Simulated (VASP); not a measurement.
# Cu (I4/mmm) in VASP: a series of runs, part 2 of 2

VASP 6.6.1. Earlier steps stand in the parts before.

## Step 4: Single point, PBE (12.58 Å³/atom)

This run uses another cell than the first one, of 12.58 Å³/atom.

INCAR

```
SYSTEM = Cu
ALGO = Fast
EDIFF = 1E-6
ENCUT = 520
GGA = PE
ISIF = 2
ISMEAR = 0
LASPH = .True.
LCHARG = .False.
LREAL = .False.
LWAVE = .False.
NBANDS = 12
NELM = 100
PREC = Accurate
SIGMA = 0.15
```

KPOINTS

```
k-points
0
Gamma
  24 24 24
  0 0 0
```

POSCAR

```
Cu
1.0
    0.0000000000      1.7533613818      2.0461727325
    1.7533613818      0.0000000000      2.0461727325
    1.7533613818      1.7533613818      0.0000000000
Cu
1
Direct
    0.0000000000      0.0000000000      0.0000000000
```

Potentials or basis: VASP PAW PBE potentials, release 64 (Cu).

On the command line:

```
$ cat potpaw_PBE.64/Cu/POTCAR > POTCAR
$ mpirun -np 1 vasp_std > vasp.out
```

OUTCAR:

```text
SYSTEM = Cu
   EDIFF = 1E-6
   ENCUT = 520
   GGA = PE
   ISIF = 2
   ISMEAR = 0
   LASPH = .True.
   LREAL = .False.
   NELM = 100
   PREC = Accurate

 ion  position               nearest neighbor table
   1  0.000  0.000  0.000-

  LATTYP: Found a body centered tetragonal cell.
 ALAT       =     2.4796274459
 C/A-ratio  =     1.6503872272

  Lattice vectors:

 A1 = (  -1.7533613818,   0.0000000000,   2.0461727325)
[... 538 lines left out ...]
      9      29.0085      0.00000
     10      29.6052      0.00000
     11      29.7609      0.00000
     12      34.4764      0.00000

 [... further k-points ...]

------------------------ aborting loop because EDIFF is reached ----------------------------------------

  FORCE on cell =-STRESS in cart. coord.  units (eV):
  Direction    XX          YY          ZZ          XY          YZ          ZX
  --------------------------------------------------------------------------------------
  -------------------------------------------------------------------------------------
  Total       -0.0639931     -0.0639931     -0.9581675      0.0000000     -0.0000000      0.0000000
  in kB       -8.1494507     -8.1494507   -122.0216458      0.0000000     -0.0000000      0.0000000
  external PRESSURE =     -46.1068491 kB  Pullay stress =       0.0000000 kB

 VOLUME and BASIS-vectors are now :
 -----------------------------------------------------------------------------
  energy-cutoff  :      520.00
  volume of cell :       12.58
      direct lattice vectors                 reciprocal lattice vectors
     0.000000000  1.753361382  2.046172733    -0.285166541  0.285166541  0.244358647
     1.753361382  0.000000000  2.046172733     0.285166541 -0.285166541  0.244358647
     1.753361382  1.753361382  0.000000000     0.285166541  0.285166541 -0.244358647

 POSITION                                       TOTAL-FORCE (eV/Angst)
 -----------------------------------------------------------------------------------
      0.00000      0.00000      0.00000        -0.000000     -0.000000     -0.000000
 -----------------------------------------------------------------------------------
    total drift:                               -0.000000     -0.000000     -0.000000

  FREE ENERGIE OF THE ION-ELECTRON SYSTEM (eV)
  ---------------------------------------------------
  free  energy   TOTEN  =        -3.6780987581 eV

  energy  without entropy=       -3.6741749532  energy(sigma->0) =       -3.67613686
```

Wall time 1.7 min (1 thread of AMD EPYC 7R13 (Zen 3), shared host); peak memory 0.22 GiB.

What came out:

```
Free energy            : -3.6781 eV
Pressure               : -4.6 GPa
Band gap on the k mesh : zero (an odd number of electrons rules out a gap without spin polarisation)
```

Stress tensor (GPa, compression positive):
```
 -0.81   0.00   0.00
  0.00  -0.81   0.00
  0.00   0.00 -12.20
```

Levels at points of the mesh, in eV from the Fermi level:
```csv
k point,band 3,band 4,band 5,band 6,band 7,band 8,band 9,band 10
"(0.00, 0.00, 0.00)",-2.58,-2.58,-2.54,-1.80,22.50,24.22,24.54,24.54
"(0.50, 0.00, 0.00)",-2.57,-1.71,-1.51,-0.77,3.54,16.89,21.51,22.98
"(0.50, 0.50, 0.00)",-1.56,-1.52,-1.52,-0.26,4.24,15.05,15.05,19.01
"(0.50, 0.00, 0.50)",-1.75,-1.69,-1.21,2.65,8.03,11.44,11.95,16.20
```

Caveat: the stress differs along the axes, from -12 to -1 GPa.

## Step 5: Single point, PBE (12.58 Å³/atom)

This run uses another cell than the first one, of 12.58 Å³/atom.

INCAR

```
ALGO = Fast ; EDIFF = 1E-6
ENCUT = 520 ; GGA = PE
ISIF = 2 ; ISMEAR = 0
LASPH = T ; LCHARG = F
LREAL = F ; LWAVE = F
NBANDS = 12 ; NELM = 60
PREC = Accurate ; SIGMA = 0.15
```

KPOINTS

```
k-points
0
Gamma
  24 24 24
```

POSCAR

```
Cu
1.0
    0.0000000000      1.9435020719      1.6653869254
    1.9435020719      0.0000000000      1.6653869254
    1.9435020719      1.9435020719      0.0000000000
Cu
1
Direct
    0.0000000000      0.0000000000      0.0000000000
```

Potentials or basis: VASP PAW PBE potentials, release 64 (Cu).

On the command line:

```
$ cat potpaw_PBE.64/Cu/POTCAR > POTCAR
$ mpirun -np 1 vasp_std > vasp.out
```

OUTCAR:

```text
EDIFF = 1E-6
   ENCUT = 520
   GGA = PE
   ISIF = 2
   ISMEAR = 0
   LASPH = T
   LREAL = F
   NELM = 60
   PREC = Accurate

 ion  position               nearest neighbor table
   1  0.000  0.000  0.000-

  LATTYP: Found a body centered tetragonal cell.
 ALAT       =     2.7485269886
 C/A-ratio  =     1.2118396016

  Lattice vectors:

 A1 = (   0.0000000000,  -1.9435020719,  -1.6653869254)
 A2 = (   0.0000000000,   1.9435020719,  -1.6653869254)
 A3 = (   1.9435020719,   0.0000000000,   1.6653869254)

[... 538 lines left out ...]
     12      32.7276      0.00000

 [... further k-points ...]

------------------------ aborting loop because EDIFF is reached ----------------------------------------

  FORCE on cell =-STRESS in cart. coord.  units (eV):
  Direction    XX          YY          ZZ          XY          YZ          ZX
  --------------------------------------------------------------------------------------
  -------------------------------------------------------------------------------------
  Total       -0.4942584     -0.4942584     -0.2637747      0.0000000      0.0000000     -0.0000000
  in kB      -62.9432896    -62.9432896    -33.5914362      0.0000000      0.0000000     -0.0000000
  external PRESSURE =     -53.1593385 kB  Pullay stress =       0.0000000 kB

 VOLUME and BASIS-vectors are now :
 -----------------------------------------------------------------------------
  energy-cutoff  :      520.00
  volume of cell :       12.58
      direct lattice vectors                 reciprocal lattice vectors
     0.000000000  1.943502072  1.665386925    -0.257267542  0.257267542  0.300230530
     1.943502072  0.000000000  1.665386925     0.257267542 -0.257267542  0.300230530
     1.943502072  1.943502072  0.000000000     0.257267542  0.257267542 -0.300230530

 POSITION                                       TOTAL-FORCE (eV/Angst)
 -----------------------------------------------------------------------------------
      0.00000      0.00000      0.00000         0.000000      0.000000      0.000000
 -----------------------------------------------------------------------------------
    total drift:                               -0.000000     -0.000000     -0.000000

  FREE ENERGIE OF THE ION-ELECTRON SYSTEM (eV)
  ---------------------------------------------------
  free  energy   TOTEN  =        -3.7015451374 eV

  energy  without entropy=       -3.6976539564  energy(sigma->0) =       -3.69959955
```

stdout:

```text
POSCAR found type information on POSCAR Cu
 POSCAR found :  1 types and       1 ions
 scaLAPACK will be used
 LDA part: xc-table for (Slater+PW92), standard interpolation
 POSCAR, INCAR and KPOINTS ok, starting setup
 FFT: planning ... GRIDC
 FFT: planning ... GRID_SOFT
 FFT: planning ... GRID
 WAVECAR not read
 entering main loop
WARNING in EDDRMM: call to ZHEGV failed, returncode =   6  3     11
```

It took 1.9 min on 1 thread of AMD EPYC 7R13 (Zen 3), shared host; peak memory 0.22 GiB.

What came out:

| Quantity | Value |
| --- | --- |
| Free energy | -3.7015 eV |
| Pressure | -5.3 GPa |
| Band gap on the k mesh | zero (an odd number of electrons rules out a gap without spin polarisation) |

Levels at points of the mesh, in eV from the Fermi level:
| k point | band 3 | band 4 | band 5 | band 6 | band 7 | band 8 | band 9 | band 10 |
| --- | --- | --- | --- | --- | --- | --- | --- | --- |
| (0.00, 0.00, 0.00) | -2.98 | -2.44 | -2.40 | -1.87 | 22.55 | 24.36 | 24.36 | 24.89 |
| (0.50, 0.00, 0.00) | -2.49 | -1.73 | -1.43 | -0.74 | 3.57 | 18.87 | 18.90 | 22.37 |
| (0.50, 0.50, 0.00) | -1.57 | -1.43 | -1.43 | 3.96 | 9.51 | 10.39 | 10.39 | 15.12 |
| (0.50, 0.00, 0.50) | -1.67 | -1.66 | -1.31 | 0.59 | 5.43 | 13.97 | 14.21 | 18.20 |

Caveat: the cell stands under tension.

## Step 6: The runs side by side

| cell | further INCAR settings | gap on the mesh (eV) | pressure (GPa) |
| --- | --- | --- | --- |
| a = 2.502, b = 2.502, c = 2.772 Å, angles 56.4, 56.4, 67.3°, 1 atom | ALGO = Fast; EDIFF = 1e-07; NBANDS = 12 | none | 1.5 |
| a = 2.537, b = 2.537, c = 2.633 Å, angles 58.7, 58.7, 62.5°, 1 atom | ALGO = Fast; EDIFF = 1e-06; NBANDS = 12 | none | 0.8 |
| a = 2.695, b = 2.695, c = 2.480 Å, angles 62.6, 62.6, 54.8°, 1 atom | ALGO = Fast; EDIFF = 1e-06; NBANDS = 12 | none | -4.6 |
| a = 2.559, b = 2.559, c = 2.749 Å, angles 57.5, 57.5, 65.0°, 1 atom | ALGO = Fast; EDIFF = 1e-06; NBANDS = 12 | none | -5.3 |

Alike in all rows: task single point; level PBE; potentials or basis VASP PAW PBE potentials, release 64 (Cu); no spin polarisation; k mesh 24 × 24 × 24; cutoff (eV) 520; smearing gaussian 0.15 eV.

Caveats: the stress differs along the axes, from -12 to -1 GPa (at least some runs); the cell stands under tension (at least some runs).

Total energies depend on the potentials used, so only differences within one code and one set of settings carry meaning.
